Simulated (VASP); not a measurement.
# Be2ZnTe2Se (I4/mmm) in VASP: notebook

The runs below take Be2ZnTe2Se through single point, with PBE.

Everything below comes from runs of VASP 6.6.1. Logs are shortened: lines on timing, memory, paths and dates and some standing lists are left out, and cuts for length are marked.

### Step 1. The cell of the first run

It takes space group I4/mmm (No. 139, tetragonal). The conventional cell has a = 4.345 Å, b = 4.345 Å, c = 12.022 Å, α = 90.00°, β = 90.00°, γ = 90.00°. Within 3.4 Å of Be (site symmetry -4m2) lie 4 Te at 2.56 Å and 4 Be at 3.07 Å. Within 2.2 Å of Zn (site symmetry 4/mmm) lie 2 Te at 1.66 Å. Te (site symmetry 4mm) has 1 Zn at 1.66 Å within 2.2 Å. Within 4.0 Å of Se (site symmetry 4/mmm) lie 4 Zn at 3.07 Å and 8 Te at 3.49 Å and 8 Be at 3.71 Å.

### Step 2. Single point, PBE

File INCAR:

```
SYSTEM = Be2ZnTe2Se
  PREC = Accurate
  ENCUT = 520
  EDIFF = 1E-6
  ISMEAR = 0
  SIGMA = 0.1
  LREAL = .FALSE.
  LASPH = .TRUE.
  NELM = 60
  ALGO = Normal
  ISIF = 2
  LWAVE = .FALSE.
  LCHARG = .FALSE.
  GGA = PE
  NBANDS = 26
```

File KPOINTS:

```
regular mesh
0
G
  6 6 6
  0 0 0
```

File POSCAR:

```
Be2ZnTe2Se
1.0
   -2.1723943400      2.1723943400      6.0109172500
    2.1723943400     -2.1723943400      6.0109172500
    2.1723943400      2.1723943400     -6.0109172500
Be Zn Te Se
2 1 2 1
Direct
    0.7500000000      0.2500000000      0.5000000000
    0.2500000000      0.7500000000      0.5000000000
    0.5000000000      0.5000000000      0.0000000000
    0.3621850000      0.3621850000      0.0000000000
    0.6378150000      0.6378150000      0.0000000000
    0.0000000000      0.0000000000      0.0000000000
```

Potentials or basis: VASP PAW PBE potentials, release 64 (Be, Zn, Te, Se).

Launch:

```
> cat potpaw_PBE.64/Be/POTCAR potpaw_PBE.64/Zn/POTCAR potpaw_PBE.64/Te/POTCAR potpaw_PBE.64/Se/POTCAR > POTCAR
> mpirun -np 1 vasp_std > vasp.out
```

OUTCAR:

```text
SYSTEM = Be2ZnTe2Se
   PREC = Accurate
   ENCUT = 520
   EDIFF = 1E-6
   ISMEAR = 0
   LREAL = .FALSE.
   LASPH = .TRUE.
   NELM = 60
   ISIF = 2
   GGA = PE

 ion  position               nearest neighbor table
   1  0.750  0.250  0.500-   4 2.56   5 2.56   4 2.56   5 2.56
   2  0.250  0.750  0.500-   4 2.56   5 2.56   4 2.56   5 2.56
   3  0.500  0.500  0.000-   4 1.66   5 1.66
   4  0.362  0.362  0.000-   3 1.66   2 2.56   1 2.56   2 2.56   1 2.56   5 3.31
   5  0.638  0.638  0.000-   3 1.66   1 2.56   2 2.56   1 2.56   2 2.56   4 3.31
   6  0.000  0.000  0.000-

 -----------------------------------------------------------------------------
|                                                                             |
|           W    W    AA    RRRRR   N    N  II  N    N   GGGG   !!!           |
|           W    W   A  A   R    R  NN   N  II  NN   N  G    G  !!!           |
|           W    W  A    A  R    R  N N  N  II  N N  N  G       !!!           |
|           W WW W  AAAAAA  RRRRR   N  N N  II  N  N N  G  GGG   !            |
|           WW  WW  A    A  R   R   N   NN  II  N   NN  G    G                |
|           W    W  A    A  R    R  N    N  II  N    N   GGGG   !!!           |
|                                                                             |
|     The distance between some ions is very small. Please check the          |
|     nearest-neighbor list in the OUTCAR file.                               |
|     I HOPE YOU KNOW WHAT YOU ARE DOING!                                     |
|                                                                             |
 -----------------------------------------------------------------------------

  LATTYP: Found a body centered tetragonal cell.
 ALAT       =     4.3447886800
 C/A-ratio  =     2.7669549397

  Lattice vectors:

 A1 = (  -2.1723943400,   2.1723943400,   6.0109172500)
 A2 = (   2.1723943400,  -2.1723943400,   6.0109172500)
 A3 = (   2.1723943400,   2.1723943400,  -6.0109172500)

Analysis of symmetry for initial positions (statically):
=====================================================================
 Subroutine PRICEL returns:
 Original cell was already a primitive cell.

 Routine SETGRP: Setting up the symmetry group for a
 body centered tetragonal supercell.

 Subroutine GETGRP returns: Found 16 space group operations
 (whereof 16 operations were pure point group operations)
 out of a pool of 16 trial point group operations.

The static configuration has the point symmetry D_4h.

Analysis of symmetry for dynamics (positions and initial velocities):
=====================================================================
 Subroutine PRICEL returns:
 Original cell was already a primitive cell.

 Routine SETGRP: Setting up the symmetry group for a
 body centered tetragonal supercell.

 Subroutine GETGRP returns: Found 16 space group operations
 (whereof 16 operations were pure point group operations)
 out of a pool of 16 trial point group operations.

The dynamic configuration has the point symmetry D_4h.

 Subroutine INISYM returns: Found 16 space group operations
 (whereof 16 operations are pure point group operations),
 and found     1 'primitive' translations

----------------------------------------------------------------------------------------

                                     Primitive cell

  volume of cell :     113.4692

  direct lattice vectors                    reciprocal lattice vectors
    -2.172394340  2.172394340  6.010917250     0.000000000  0.230160791  0.083181980
     2.172394340 -2.172394340  6.010917250     0.230160791  0.000000000  0.083181980
     2.172394340  2.172394340 -6.010917250     0.230160791  0.230160791  0.000000000

  length of vectors
     6.750534832  6.750534832  6.750534832     0.244730937  0.244730937  0.325496512

  position of ions in fractional coordinates (direct lattice)
     0.750000000  0.250000000  0.500000000
     0.250000000  0.750000000  0.500000000
     0.500000000  0.500000000  0.000000000
     0.362185000  0.362185000  0.000000000
     0.637815000  0.637815000  0.000000000
     0.000000000  0.000000000  0.000000000

  ion indices of the primitive-cell ions
   primitive index   ion index
                 1           1
                 2           2
                 3           3
                 4           4
                 5           5
                 6           6

----------------------------------------------------------------------------------------

 KPOINTS: regular mesh

Automatic generation of k-mesh.
 Grid dimensions read from file:
 generate k-points for:    6    6    6

 Generating k-lattice:

  Cartesian coordinates                     Fractional coordinates (reciprocal lattice)
     0.000000000  0.038360132  0.013863663     0.166666667  0.000000000 -0.000000000
     0.038360132  0.000000000  0.013863663     0.000000000  0.166666667 -0.000000000
     0.038360132  0.038360132  0.000000000     0.000000000  0.000000000  0.166666667

  Length of vectors
     0.040788490  0.040788490  0.054249419

  Shift w.r.t. Gamma in fractional coordinates (k-lattice)
     0.000000000  0.000000000  0.000000000

 Subroutine IBZKPT returns following result:
 ===========================================

 Found     30 irreducible k-points:

 Following reciprocal coordinates:
            Coordinates               Weight
  0.000000  0.000000  0.000000      1.000000
  0.166667 -0.000000  0.000000      8.000000
  0.333333 -0.000000  0.000000      8.000000
  0.500000 -0.000000  0.000000      4.000000
  0.166667  0.166667  0.000000      8.000000
  0.333333  0.166667  0.000000     16.000000
[... 16 lines left out ...]
 -0.333333 -0.333333  0.166667      8.000000
 -0.166667 -0.333333  0.166667      8.000000
 [... further k-points ...]
   k-points           NKPTS =     30   k-points in BZ     NKDIM =     30   number of bands    NBANDS=     26
   number of dos      NEDOS =    301   number of ions     NIONS =      6
   total plane-waves  NPLWV = 125000
   dimension x,y,z NGX =    50 NGY =   50 NGZ =   50
   dimension x,y,z NGXF=   100 NGYF=  100 NGZF=  100
   ions per type =               2   1   2   1
   NGX,Y,Z   is equivalent  to a cutoff of  12.31, 12.31, 12.31 a.u.
   NGXF,Y,Z  is equivalent  to a cutoff of  24.63, 24.63, 24.63 a.u.
 SYSTEM =  Be2ZnTe2Se
   PREC   = accura    normal or accurate (medium, high low for compatibility)
   ISTART =      0    job   : 0-new  1-cont  2-samecut
   ICHARG =      2    charge: 1-file 2-atom 10-const
   ISPIN  =      1    spin polarized calculation?
   LNONCOLLINEAR =      F non collinear calculations
   LSORBIT =      F    spin-orbit coupling
   LASPH  =      T    aspherical Exc in radial PAW
   ENCUT  =  520.0 eV  38.22 Ry    6.18 a.u.  12.55 12.55 12.55*2*pi/ulx,y,z
   NELM   =     60;   NELMIN=  2; NELMDL= -5     # of ELM steps
   EDIFF  = 0.1E-05   stopping-criterion for ELM
   LREAL  =      F    real-space projection
   EDIFFG = 0.1E-04   stopping-criterion for IOM
   NSW    =      0    number of steps for IOM
   IBRION =     -1    ionic relax: 0-MD 1-quasi-New 2-CG
   NFREE  =      0    steps in history (QN), initial steepest desc. (CG)
   ISIF   =      2    stress and relaxation
   ISYM   =      2    0-nonsym 1-usesym 2-fastsym
   POTIM  = 0.5000    time-step for ionic-motion
   TEBEG  =    0.0;   TEEND  =   0.0 temperature during run
   PSTRESS=    0.0 pullay stress
   NELECT =      34.0000    total number of electrons
   NUPDOWN=      -1.0000    fix difference up-down
   EMIN   =  10.00;   EMAX   =-10.00  energy-range for DOS
   EFERMI =   0.00;   METHOD = LEGACY
   ISMEAR =     0;   SIGMA  =   0.10  broadening in eV -4-tet -1-fermi 0-gaus
   EFERMI_NEDOS =   21; number of points for ismear=-14 and -15
   IALGO  =     38    algorithm
   IMIX   =      4    mixing-type and parameters
     AMIX     =   0.40;   BMIX     =  1.00
     AMIX_MAG =   1.60;   BMIX_MAG =  1.00
  volume/ion in A,a.u.               =      18.91       127.62
  Fermi-wavevector in a.u.,A,eV,Ry     =   1.095490  2.070176 16.328331  1.200099
  Thomas-Fermi vector in A             =   2.231815
   LORBIT       =      0    0 simple, 1 ext, 2 COOP (PROOUT), +10 PAW based schemes
   GGA     = PE    functional components
   LHFCALC =     F    Hartree Fock is set to
   AEXX    =    0.0000 exact exchange contribution
   IVDW    =     0    specifies the selected vdW correction
   LEPSILON=     F    determine dielectric tensor
   LRPA    =     F    only Hartree local field effects (RPA)
 non-spin polarized calculation
 Gauss-broadening in eV      SIGMA  =   0.10
  energy-cutoff  :      520.00
  volume of cell :      113.47
 maximum number of plane-waves:      3084
   NGX = 25   NGY = 25   NGZ = 25

 number of electron      33.9999998 magnetization

 Free energy of the ion-electron system (eV)
  ---------------------------------------------------
  ext. energy  EPLUGINS =         0.00000000
  ---------------------------------------------------
  free energy    TOTEN  =         5.18679053 eV

  energy without entropy =        5.19039472  energy(sigma->0) =        5.18859262

 E-fermi :   6.3158     XC(G=0):  -9.9752

 val. band max:        6.2679453671   @ k =  -0.1667  -0.1667   0.1667
 cond. band min:       6.3278276314   @ k =  -0.1667   0.1667   0.0000
 fundamental gap:      0.0598822643
 Fermi energy:         6.3158145725

 k-point     1 :       0.0000    0.0000    0.0000
  band No.  band energies     occupation
      1     -10.7124      2.00000
      2      -7.4027      2.00000
      3      -7.4027      2.00000
      4      -6.6880      2.00000
      5      -6.2342      2.00000
      6      -5.2652      2.00000
[... 18 lines left out ...]
     25      11.1684      0.00000
     26      12.7963      0.00000

 k-point     2 :       0.1667   -0.0000    0.0000
  band No.  band energies     occupation
      1     -10.6818      2.00000
      2      -7.4078      2.00000
      3      -7.4012      2.00000
      4      -6.5935      2.00000
      5      -6.2325      2.00000
      6      -5.2612      2.00000
[... 630 lines left out ...]
 k-point    24 :      -0.1667   -0.3333    0.1667
  band No.  band energies     occupation
      1     -10.6472      2.00000
      2      -7.4062      2.00000
      3      -7.3982      2.00000
      4      -6.7939      2.00000
      5      -6.2645      2.00000
      6      -5.2612      2.00000
[... 18 lines left out ...]
     25      11.7249      0.00000
     26      12.6002      0.00000

 [... further k-points ...]

------------------------ aborting loop because EDIFF is reached ----------------------------------------

  FORCE on cell =-STRESS in cart. coord.  units (eV):
  Direction    XX          YY          ZZ          XY          YZ          ZX
  --------------------------------------------------------------------------------------
  -------------------------------------------------------------------------------------
  Total       -1.3623063     -1.3623063    150.1944603      0.0000000     -0.0000000      0.0000000
  in kB      -19.2356681    -19.2356681   2120.7351335      0.0000000     -0.0000000      0.0000000
  external PRESSURE =     694.0879324 kB  Pullay stress =       0.0000000 kB

 VOLUME and BASIS-vectors are now :
 -----------------------------------------------------------------------------
  energy-cutoff  :      520.00
  volume of cell :      113.47
      direct lattice vectors                 reciprocal lattice vectors
    -2.172394340  2.172394340  6.010917250     0.000000000  0.230160791  0.083181980
     2.172394340 -2.172394340  6.010917250     0.230160791  0.000000000  0.083181980
     2.172394340  2.172394340 -6.010917250     0.230160791  0.230160791  0.000000000

 POSITION                                       TOTAL-FORCE (eV/Angst)
 -----------------------------------------------------------------------------------
      0.00000      2.17239      3.00546         0.000000      0.000000     -0.000000
      2.17239      0.00000      3.00546         0.000000      0.000000     -0.000000
      0.00000      0.00000      6.01092         0.000000      0.000000     -0.000000
      0.00000      0.00000      4.35413        -0.000000     -0.000000    -45.160311
      0.00000      0.00000      7.66771        -0.000000     -0.000000     45.160311
      0.00000      0.00000      0.00000         0.000000      0.000000     -0.000000
 -----------------------------------------------------------------------------------
    total drift:                               -0.000000      0.000000     -0.000000

  FREE ENERGIE OF THE ION-ELECTRON SYSTEM (eV)
  ---------------------------------------------------
  free  energy   TOTEN  =         5.1867905277 eV

  energy  without entropy=        5.1903947205  energy(sigma->0) =        5.18859262
```

Wall time 2.3 min (1 thread of Intel Xeon Platinum 8259CL at 2.50GHz (Skylake/Cascade Lake), shared host); peak memory 0.41 GiB.

Results:

```
Free energy            : 5.1868 eV
Pressure               : 69.4 GPa
Largest force          : 45.160 eV/Å
Band gap on the k mesh : zero (band 17 reaches 6.37 eV, above the bottom of band 18 at 5.99 eV)
```

Forces on the atoms (eV/Å):
```
Be    0.000   0.000   0.000
Be    0.000   0.000   0.000
Zn    0.000   0.000   0.000
Te    0.000   0.000 -45.160
Te    0.000   0.000  45.160
Se    0.000   0.000   0.000
```

Levels at points of the mesh, in eV from the Fermi level:
```tsv
k point	band 13	band 14	band 15	band 16	band 17	band 18	band 19	band 20	band 21	band 22
(0.00, 0.00, 0.00)	-4.00	-2.68	-1.02	-0.10	0.05	0.05	1.26	3.14	3.15	4.61
(0.50, 0.00, 0.00)	-3.27	-2.78	-1.12	-0.99	-0.11	0.98	1.37	1.79	2.21	3.96
(0.50, 0.50, 0.00)	-4.23	-3.55	-2.30	-1.17	-0.30	2.22	3.18	3.89	4.26	5.01
(0.50, 0.50, 0.50)	-1.70	-1.70	-1.12	-0.96	-0.96	-0.32	0.91	1.92	2.42	2.42
```

Caveat: spin-orbit coupling is left out, which moves the levels of the heavy elements; forces of over 1 eV/Å act on the atoms, so gaps and moduli don't describe the material at rest.

[end of part 1 of 2]
